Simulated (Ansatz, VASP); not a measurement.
# NaF in VASP and in Ansatz

Contents of INCAR:

```
SYSTEM = NaF
  PREC = Accurate
  ENCUT = 520
  EDIFF = 1E-6
  ISMEAR = 1
  SIGMA = 0.2
  LREAL = .False.
  LASPH = .True.
  NELM = 60
  ALGO = Normal
  ISIF = 2
  LWAVE = .False.
  LCHARG = .True.
  GGA = PS
  LELF = .True.
  LVHAR = .True.
  NBANDS = 14
```

KPOINTS

```
regular mesh
0
Gamma
  6 6 6
  0 0 0
```

The input POSCAR:

```
NaF
1.0
    0.0000000000      2.2971680881      2.2971680881
    2.2971680881      0.0000000000      2.2971680881
    2.2971680881      2.2971680881      0.0000000000
Na F
1 1
Direct
    0.0000000000      0.0000000000      0.0000000000
    0.5000000000      0.5000000000      0.5000000000
```

Input for Ansatz:

```yaml
crystal:
  lattice:
    - [0.0, 2.2971680881, 2.2971680881]
    - [2.2971680881, 0.0, 2.2971680881]
    - [2.2971680881, 2.2971680881, 0.0]
  atoms:
    - { symbol: Na, position: [0.0, 0.0, 0.0] }
    - { symbol: F, position: [0.5, 0.5, 0.5] }
kpoints:
  mp_grid: { grid: [6, 6, 6] }
hamiltonian:
  xc: pbesol
scf:
  occupations: { method: cold, width: 0.2 }
  n_extra_bands: 4
output:
  forces: true
  stress: true
  eigenvalues: true
```

Alike in both runs: task single point; functional PBEsol; k mesh 6 × 6 × 6; no spin polarisation.

|  | VASP | Ansatz |
| --- | --- | --- |
| version | VASP 6.6.1 | Ansatz 0.2.0 |
| potentials or method | VASP PAW PBE potentials, release 64 (Na_pv, F) | plane waves |
| plane-wave cutoff (eV) | 520 | 420 |
| occupations | methfessel-paxton of order 1, width 0.2 eV | cold, width 0.2 eV |
| valence electrons in the cell | 14 | 16 |

|  | VASP | Ansatz | Ansatz less VASP |
| --- | --- | --- | --- |
| gap on the k mesh at the Fermi level (eV) | 6.30 | 6.32 | +0.017 |
| pressure (GPa) | 1.0 | 1.2 | +0.17 |

VASP's potentials were made for PBE, not for PBEsol. VASP's potentials hold 14 valence electrons a cell and Ansatz's 16, so a difference there can come from the potentials and not from the codes.
